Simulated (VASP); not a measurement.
Input of a VASP 6.6.1 run:

Contents of POSCAR:

```
Ba
1.0
   -2.5424107119      2.5424107119      2.5424107119
    2.5424107119     -2.5424107119      2.5424107119
    2.5424107119      2.5424107119     -2.5424107119
Ba
1
Direct
    0.0000000000      0.0000000000      0.0000000000
```

File INCAR.step1:

```
SYSTEM = Ba
PREC     = Accurate       ! precision mode
ENCUT    = 520            ! plane-wave cutoff, eV
ISMEAR   = -1             ! smearing method
SIGMA    = 0.15           ! smearing width, eV
LREAL    = .FALSE.        ! projectors in reciprocal space
LASPH    = .TRUE.         ! aspherical terms in the spheres
NELM     = 80             ! most SCF steps
NBANDS   = 11             ! bands
GGA      = PE             ! functional
ALGO     = Normal         ! electronic algorithm
EDIFF    = 1E-4           ! SCF threshold, eV
LWAVE    = .TRUE.         ! write WAVECAR
LCHARG   = .FALSE.        ! write CHGCAR
```

Contents of INCAR.step2:

```
SYSTEM = Ba
PREC     = Accurate       ! precision mode
ENCUT    = 520            ! plane-wave cutoff, eV
EDIFF    = 1E-7           ! SCF threshold, eV
ISMEAR   = -1             ! smearing method
SIGMA    = 0.15           ! smearing width, eV
LREAL    = .FALSE.        ! projectors in reciprocal space
LASPH    = .TRUE.         ! aspherical terms in the spheres
NELM     = 80             ! most SCF steps
ALGO     = Normal         ! electronic algorithm
ISIF     = 2              ! what is computed and relaxed
LWAVE    = .FALSE.        ! write WAVECAR
LCHARG   = .FALSE.        ! write CHGCAR
METAGGA  = R2SCAN         ! meta-GGA
LMIXTAU  = .TRUE.       
NBANDS   = 11             ! bands
ISTART   = 1
```

The input KPOINTS:

```
regular mesh
0
G
  16 16 16
  0 0 0
```

Potentials or basis: VASP PAW PBE potentials, release 64 (Ba_sv).

Command:

```sh
$ cat potpaw_PBE.64/Ba_sv/POTCAR > POTCAR
$ cp INCAR.step1 INCAR
$ mpirun -np 1 vasp_std > vasp.out
$ cp INCAR.step2 INCAR
$ mpirun -np 1 vasp_std > vasp.out
```

(1) Estimate the pressure.

(2) What does it give for the band gap on the k mesh?

Results:

(1) 0.0 GPa.

(2) zero (bands 5 and 6 overlap by 1.09 eV).

Caveat: the PAW data sets were made with another functional, which shifts forces and pressure a little; spin-orbit coupling is left out, which moves the levels of the heavy elements.
